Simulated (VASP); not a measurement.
# BeTe (I-4m2) in VASP: single point with PBE

Aim: the single point of BeTe with PBE.

All numbers are computed with VASP 6.6.1; they aren't measurements. Logs are shortened: lines on timing, memory, paths and dates and some standing lists are left out, and cuts for length are marked.

## Step 1: The cell of the first run

The structure is tetragonal, space group I-4m2 (No. 119). The conventional cell has a = 4.035 Å, b = 4.035 Å, c = 5.374 Å, α = 90.00°, β = 90.00°, γ = 90.00°. Within 3.2 Å of Be (site symmetry -4m2) lie 4 Te at 2.42 Å. Te (site symmetry -4m2) has 4 Be at 2.42 Å within 3.2 Å.

## Step 2: Single point, PBE (strain +0.030 along x and y, -0.030 along z)

Contents of INCAR:

```
SYSTEM = BeTe
PREC = Accurate ; ENCUT = 520
EDIFF = 1E-7 ; ISMEAR = 0
SIGMA = 0.05 ; LREAL = .FALSE.
LASPH = .TRUE. ; NELM = 60
ALGO = Normal ; ISIF = 2
LWAVE = .FALSE. ; LCHARG = .FALSE.
GGA = PE ; NBANDS = 11
```

Contents of KPOINTS:

```
regular mesh
0
G
  8 8 8
  0 0 0
```

Contents of POSCAR:

```
BeTe
1.0
    0.0000000000      2.8531000000      2.6869000000
    2.8531000000      0.0000000000      2.6869000000
    2.8531000000      2.8531000000      0.0000000000
Be Te
1 1
Direct
    0.0000000000      0.0000000000      0.0000000000
    0.7500000000      0.7500000000      0.7500000000
```

Potentials or basis: VASP PAW PBE potentials, release 64 (Be, Te).

Launch:

```console
$ cat potpaw_PBE.64/Be/POTCAR potpaw_PBE.64/Te/POTCAR > POTCAR
$ mpirun -np 1 vasp_std > vasp.out
```

OUTCAR:

```text
SYSTEM = BeTe
   PREC = Accurate
   ENCUT = 520
   EDIFF = 1E-7
   ISMEAR = 0
   LREAL = .FALSE.
   LASPH = .TRUE.
   NELM = 60
   ISIF = 2
   GGA = PE

 ion  position               nearest neighbor table
   1  0.000  0.000  0.000-   2 2.42   2 2.42   2 2.42   2 2.42
   2  0.750  0.750  0.750-   1 2.42   1 2.42   1 2.42   1 2.42

  LATTYP: Found a body centered tetragonal cell.
 ALAT       =     4.0348927148
 C/A-ratio  =     1.3318321898

  Lattice vectors:

 A1 = (   0.0000000000,  -2.8531000000,  -2.6869000000)
 A2 = (   0.0000000000,   2.8531000000,  -2.6869000000)
 A3 = (   2.8531000000,   0.0000000000,   2.6869000000)

Analysis of symmetry for initial positions (statically):
=====================================================================
 Subroutine PRICEL returns:
 Original cell was already a primitive cell.

 Routine SETGRP: Setting up the symmetry group for a
 body centered tetragonal supercell.

 Subroutine GETGRP returns: Found  8 space group operations
 (whereof  8 operations were pure point group operations)
 out of a pool of 16 trial point group operations.

The static configuration has the point symmetry D_2d.

Analysis of symmetry for dynamics (positions and initial velocities):
=====================================================================
 Subroutine PRICEL returns:
 Original cell was already a primitive cell.

 Routine SETGRP: Setting up the symmetry group for a
 body centered tetragonal supercell.

 Subroutine GETGRP returns: Found  8 space group operations
 (whereof  8 operations were pure point group operations)
 out of a pool of 16 trial point group operations.

The dynamic configuration has the point symmetry D_2d.

 Subroutine INISYM returns: Found  8 space group operations
 (whereof  8 operations are pure point group operations),
 and found     1 'primitive' translations

----------------------------------------------------------------------------------------

                                     Primitive cell

  volume of cell :      43.7437

  direct lattice vectors                    reciprocal lattice vectors
     0.000000000  2.853100000  2.686900000    -0.175247976  0.175247976  0.186088057
     2.853100000  0.000000000  2.686900000     0.175247976 -0.175247976  0.186088057
     2.853100000  2.853100000  0.000000000     0.175247976  0.175247976 -0.186088057

  length of vectors
     3.919133989  3.919133989  4.034892715     0.309923331  0.309923331  0.309923331

  position of ions in fractional coordinates (direct lattice)
     0.000000000  0.000000000  0.000000000
     0.750000000  0.750000000  0.750000000

  ion indices of the primitive-cell ions
   primitive index   ion index
                 1           1
                 2           2

----------------------------------------------------------------------------------------

 KPOINTS: regular mesh

Automatic generation of k-mesh.
 Grid dimensions read from file:
 generate k-points for:    8    8    8

 Generating k-lattice:

  Cartesian coordinates                     Fractional coordinates (reciprocal lattice)
    -0.021905997  0.021905997  0.023261007     0.125000000  0.000000000  0.000000000
     0.021905997 -0.021905997  0.023261007     0.000000000  0.125000000  0.000000000
     0.021905997  0.021905997 -0.023261007    -0.000000000 -0.000000000  0.125000000

  Length of vectors
     0.038740416  0.038740416  0.038740416

  Shift w.r.t. Gamma in fractional coordinates (k-lattice)
     0.000000000  0.000000000  0.000000000

 Subroutine IBZKPT returns following result:
 ===========================================

 Found     59 irreducible k-points:

 Following reciprocal coordinates:
            Coordinates               Weight
  0.000000  0.000000  0.000000      1.000000
  0.125000  0.000000  0.000000      8.000000
  0.250000  0.000000  0.000000      8.000000
  0.375000 -0.000000  0.000000      8.000000
  0.500000  0.000000  0.000000      4.000000
  0.125000  0.125000  0.000000      2.000000
[... 16 lines left out ...]
  0.250000  0.000000  0.125000     16.000000
  0.375000  0.000000  0.125000     16.000000
 [... further k-points ...]
   k-points           NKPTS =     59   k-points in BZ     NKDIM =     59   number of bands    NBANDS=     11
   number of dos      NEDOS =    301   number of ions     NIONS =      2
   total plane-waves  NPLWV =  27000
   dimension x,y,z NGX =    30 NGY =   30 NGZ =   30
   dimension x,y,z NGXF=    60 NGYF=   60 NGZF=   60
   ions per type =               1   1
   NGX,Y,Z   is equivalent  to a cutoff of  12.73, 12.73, 12.36 a.u.
   NGXF,Y,Z  is equivalent  to a cutoff of  25.45, 25.45, 24.72 a.u.
 SYSTEM =  BeTe
   PREC   = accura    normal or accurate (medium, high low for compatibility)
   ISTART =      0    job   : 0-new  1-cont  2-samecut
   ICHARG =      2    charge: 1-file 2-atom 10-const
   ISPIN  =      1    spin polarized calculation?
   LNONCOLLINEAR =      F non collinear calculations
   LSORBIT =      F    spin-orbit coupling
   LASPH  =      T    aspherical Exc in radial PAW
   ENCUT  =  520.0 eV  38.22 Ry    6.18 a.u.   7.29  7.29  7.50*2*pi/ulx,y,z
   NELM   =     60;   NELMIN=  2; NELMDL= -5     # of ELM steps
   EDIFF  = 0.1E-06   stopping-criterion for ELM
   LREAL  =      F    real-space projection
   EDIFFG = 0.1E-05   stopping-criterion for IOM
   NSW    =      0    number of steps for IOM
   IBRION =     -1    ionic relax: 0-MD 1-quasi-New 2-CG
   NFREE  =      0    steps in history (QN), initial steepest desc. (CG)
   ISIF   =      2    stress and relaxation
   ISYM   =      2    0-nonsym 1-usesym 2-fastsym
   POTIM  = 0.5000    time-step for ionic-motion
   TEBEG  =    0.0;   TEEND  =   0.0 temperature during run
   PSTRESS=    0.0 pullay stress
   NELECT =       8.0000    total number of electrons
   NUPDOWN=      -1.0000    fix difference up-down
   EMIN   =  10.00;   EMAX   =-10.00  energy-range for DOS
   EFERMI =   0.00;   METHOD = LEGACY
   ISMEAR =     0;   SIGMA  =   0.05  broadening in eV -4-tet -1-fermi 0-gaus
   EFERMI_NEDOS =   21; number of points for ismear=-14 and -15
   IALGO  =     38    algorithm
   IMIX   =      4    mixing-type and parameters
     AMIX     =   0.40;   BMIX     =  1.00
     AMIX_MAG =   1.60;   BMIX_MAG =  1.00
  volume/ion in A,a.u.               =      21.87       147.60
  Fermi-wavevector in a.u.,A,eV,Ry     =   0.929251  1.756030 11.748730  0.863507
  Thomas-Fermi vector in A             =   2.055514
   LORBIT       =      0    0 simple, 1 ext, 2 COOP (PROOUT), +10 PAW based schemes
   GGA     = PE    functional components
   LHFCALC =     F    Hartree Fock is set to
   AEXX    =    0.0000 exact exchange contribution
   IVDW    =     0    specifies the selected vdW correction
   LEPSILON=     F    determine dielectric tensor
   LRPA    =     F    only Hartree local field effects (RPA)
 non-spin polarized calculation
 Gauss-broadening in eV      SIGMA  =   0.05
  energy-cutoff  :      520.00
  volume of cell :       43.74
 maximum number of plane-waves:      1206
 NGX is ok and might be reduce to    30
   NGX = 15   NGY = 15   NGZ = 15

 number of electron       7.9999999 magnetization

 Free energy of the ion-electron system (eV)
  ---------------------------------------------------
  ext. energy  EPLUGINS =         0.00000000
  ---------------------------------------------------
  free energy    TOTEN  =        -7.59259293 eV

  energy without entropy =       -7.59259293  energy(sigma->0) =       -7.59259293

 E-fermi :   5.7636     XC(G=0):  -9.1439

 val. band max:        5.5276867351   @ k =   0.0000   0.0000   0.0000
 cond. band min:       6.9935375956   @ k =   0.5000   0.5000   0.0000
 fundamental gap:      1.4658508605
 Fermi energy:         5.7635989041

 k-point     1 :       0.0000    0.0000    0.0000
  band No.  band energies     occupation
      1      -7.1006      2.00000
      2       5.2316      2.00000
      3       5.2316      2.00000
      4       5.5277      2.00000
      5       8.8640      0.00000
      6       8.9881      0.00000
      7       8.9881      0.00000
      8       9.2849      0.00000
      9      13.6935      0.00000
     10      15.0366      0.00000
     11      16.0651      0.00000

 k-point     2 :       0.1250    0.0000    0.0000
  band No.  band energies     occupation
      1      -6.9481      2.00000
      2       3.9860      2.00000
      3       4.9586      2.00000
      4       5.2235      2.00000
      5       8.8605      0.00000
      6       9.2955      0.00000
      7       9.3280      0.00000
      8      10.5601      0.00000
      9      14.1016      0.00000
     10      14.2754      0.00000
     11      14.9208      0.00000

 k-point     3 :       0.2500    0.0000    0.0000
  band No.  band energies     occupation
      1      -6.5259      2.00000
      2       1.9461      2.00000
      3       4.4518      2.00000
      4       4.8218      2.00000
      5       8.6268      0.00000
      6       9.7670      0.00000
      7       9.9149      0.00000
      8      12.4866      0.00000
      9      14.1586      0.00000
     10      14.2671      0.00000
     11      14.8625      0.00000

 k-point     4 :       0.3750   -0.0000    0.0000
  band No.  band energies     occupation
      1      -5.9847      2.00000
      2       0.3208      2.00000
      3       4.0618      2.00000
      4       4.5200      2.00000
      5       8.4255      0.00000
      6       9.7849      0.00000
      7      10.2040      0.00000
      8      13.2404      0.00000
      9      14.9187      0.00000
     10      15.5989      0.00000
     11      15.7005      0.00000

 k-point     5 :       0.5000    0.0000    0.0000
  band No.  band energies     occupation
      1      -5.6995      2.00000
      2      -0.3372      2.00000
      3       3.9215      2.00000
      4       4.4127      2.00000
      5       8.3503      0.00000
      6       9.7213      0.00000
      7      10.2337      0.00000
      8      13.1829      0.00000
      9      16.0933      0.00000
     10      16.9573      0.00000
     11      17.1915      0.00000
[... 211 lines left out ...]
 k-point    21 :       0.5000    0.5000    0.0000
  band No.  band energies     occupation
      1      -5.0302      2.00000
      2       0.3432      2.00000
      3       2.3428      2.00000
      4       2.3428      2.00000
      5       6.9935      0.00000
      6       7.6387      0.00000
      7      15.2025      0.00000
      8      15.2025      0.00000
      9      17.2438      0.00000
     10      18.6665      0.00000
     11      18.7229      0.00000

 k-point    22 :       0.1250    0.0000    0.1250
  band No.  band energies     occupation
      1      -6.9055      2.00000
      2       4.1353      2.00000
      3       4.6175      2.00000
      4       4.8292      2.00000
      5       8.6210      0.00000
      6       9.6720      0.00000
      7      10.1168      0.00000
      8      10.2661      0.00000
      9      13.1894      0.00000
     10      14.4548      0.00000
     11      15.9213      0.00000

 k-point    23 :       0.2500    0.0000    0.1250
  band No.  band energies     occupation
      1      -6.5787      2.00000
      2       2.5580      2.00000
      3       4.1658      2.00000
      4       4.3689      2.00000
      5       8.7773      0.00000
      6       9.8308      0.00000
      7      10.6929      0.00000
      8      11.1751      0.00000
      9      13.6477      0.00000
     10      15.0801      0.00000
     11      15.6808      0.00000

 k-point    24 :       0.3750    0.0000    0.1250
  band No.  band energies     occupation
      1      -6.0671      2.00000
      2       0.8842      2.00000
      3       3.6585      2.00000
      4       4.0318      2.00000
      5       8.9445      0.00000
      6       9.8256      0.00000
      7      10.9789      0.00000
      8      11.9778      0.00000
      9      15.0779      0.00000
     10      15.4197      0.00000
     11      16.3717      0.00000

 [... further k-points ...]
[... 5 lines left out ...]
  --------------------------------------------------------------------------------------
  -------------------------------------------------------------------------------------
  Total        0.3631919      0.3631919      1.2585550      0.0000000      0.0000000      0.0000000
  in kB       13.3024377     13.3024377     46.0964285      0.0000000      0.0000000      0.0000000
  external PRESSURE =      24.2337680 kB  Pullay stress =       0.0000000 kB

 VOLUME and BASIS-vectors are now :
 -----------------------------------------------------------------------------
  energy-cutoff  :      520.00
  volume of cell :       43.74
      direct lattice vectors                 reciprocal lattice vectors
     0.000000000  2.853100000  2.686900000    -0.175247976  0.175247976  0.186088057
     2.853100000  0.000000000  2.686900000     0.175247976 -0.175247976  0.186088057
     2.853100000  2.853100000  0.000000000     0.175247976  0.175247976 -0.186088057

 POSITION                                       TOTAL-FORCE (eV/Angst)
 -----------------------------------------------------------------------------------
      0.00000      0.00000      0.00000         0.000000      0.000000      0.000000
      4.27965      4.27965      4.03035        -0.000000     -0.000000     -0.000000
 -----------------------------------------------------------------------------------
    total drift:                               -0.000000     -0.000000     -0.000000

  FREE ENERGIE OF THE ION-ELECTRON SYSTEM (eV)
  ---------------------------------------------------
  free  energy   TOTEN  =        -7.5925929305 eV

  energy  without entropy=       -7.5925929305  energy(sigma->0) =       -7.59259293
```

Run time: 42 s. Hardware: 1 thread of AMD EPYC 7R43 (Zen 3), shared host; peak memory 0.15 GiB.

What came out:

| Item | Value |
| --- | --- |
| Free energy | -7.5926 eV |
| Pressure | 2.4 GPa |
| Band gap on the k mesh | 1.47 eV, indirect (least direct gap 3.34 eV) |

Stress tensor (GPa, compression positive):
```
1.33 0.00 0.00
0.00 1.33 0.00
0.00 0.00 4.61
```

Levels at points of the mesh, in eV from the valence-band top:
| k point | band 1 | band 2 | band 3 | band 4 | band 5 | band 6 | band 7 | band 8 |
| --- | --- | --- | --- | --- | --- | --- | --- | --- |
| (0.00, 0.00, 0.00) | -12.63 | -0.30 | -0.30 | 0.00 | 3.34 | 3.46 | 3.46 | 3.76 |
| (0.50, 0.00, 0.00) | -11.23 | -5.86 | -1.61 | -1.12 | 2.82 | 4.19 | 4.71 | 7.66 |
| (0.50, 0.50, 0.00) | -10.56 | -5.18 | -3.18 | -3.18 | 1.47 | 2.11 | 9.67 | 9.67 |
| (0.50, 0.00, 0.50) | -10.79 | -5.53 | -2.82 | -2.71 | 1.87 | 2.62 | 9.34 | 9.58 |

Caveat: the cell differs from its parent crystal (strain +0.030 along x and y, -0.030 along z); spin-orbit coupling is left out, which moves the levels of the heavy elements. A k mesh can miss the band edges.
